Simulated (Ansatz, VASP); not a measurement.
## Two plane-wave programs on InAs

```xyz
4
Lattice="4.6076 0.0000 0.0000 -2.3038 3.9903 0.0000 0.0000 0.0000 5.9962" Properties=species:S:1:pos:R:3 pbc="T T T"
In    0.0000    2.6602    1.4991
In    2.3038    1.3301    4.4972
As    2.3038    1.3301    1.4991
As    0.0000    2.6602    4.4972
```

Alike in both runs: task single point; functional HSE06; k mesh 6 × 6 × 2; occupations gaussian, width 0.5 eV; no spin polarisation.

|  | VASP | Ansatz |
| --- | --- | --- |
| version | VASP 6.6.1 | Ansatz 0.2.0 |
| potentials or method | VASP PAW PBE potentials, release 64 (In_d, As) | plane waves |
| plane-wave cutoff (eV) | 400 | 420 |
| valence electrons in the cell | 36 | 56 |

VASP gave:

| Property | Result |
| --- | --- |
| pressure (GPa) | 0.1 |
| traceless stress, the component that is largest in VASP (GPa) | -1.32 |

Q: What did Ansatz give for the same quantities?

A: Pressure (GPa): 0.3; traceless stress, the component that is largest in VASP (GPa): -1.34.

VASP's potentials hold 36 valence electrons a cell and Ansatz's 56, so a difference there can come from the potentials and not from the codes. Ansatz's warnings: filled band counts differ across k points, stress exchange threshold loose, stress scf threshold loose.

The k mesh is coarse, so the values compare programs but aren't converged.
